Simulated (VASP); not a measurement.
Input of a VASP 6.6.1 run:

File INCAR:

```
SYSTEM = Ni
PREC = Accurate
ENCUT = 520
EDIFF = 1E-7
ISMEAR = -1
SIGMA = 0.05
LREAL = .FALSE.
LASPH = .TRUE.
NELM = 150
ALGO = Normal
ISIF = 2
LWAVE = .FALSE.
LCHARG = .TRUE.
ISPIN = 2
MAGMOM = 0.661
LORBIT = 11
LMAXMIX = 4
GGA = RP
LELF = .TRUE.
LVHAR = .TRUE.
NBANDS = 15
```

File KPOINTS:

```
regular mesh
0
G
  15 15 15
  0 0 0
```

The input POSCAR:

```
Ni
1.0
    2.2568407372      0.0000000000      0.0000000000
    0.0000000000      2.2568407372      0.0000000000
    0.0000000000      0.0000000000      2.2568407372
Ni
1
Direct
    0.0000000000      0.0000000000      0.0000000000
```

Potentials or basis: VASP PAW PBE potentials, release 64 (Ni).

The run is started by

```sh
$ cat potpaw_PBE.64/Ni/POTCAR > POTCAR
$ mpirun -np 1 vasp_std > vasp.out
```

(1) What does it give for the pressure?

(2) Predict the net moment.

Answers

(1) 21.6 GPa.

(2) 0.41 μB per cell.

Caveat: the PAW data sets were made with another functional, which shifts forces and pressure a little.
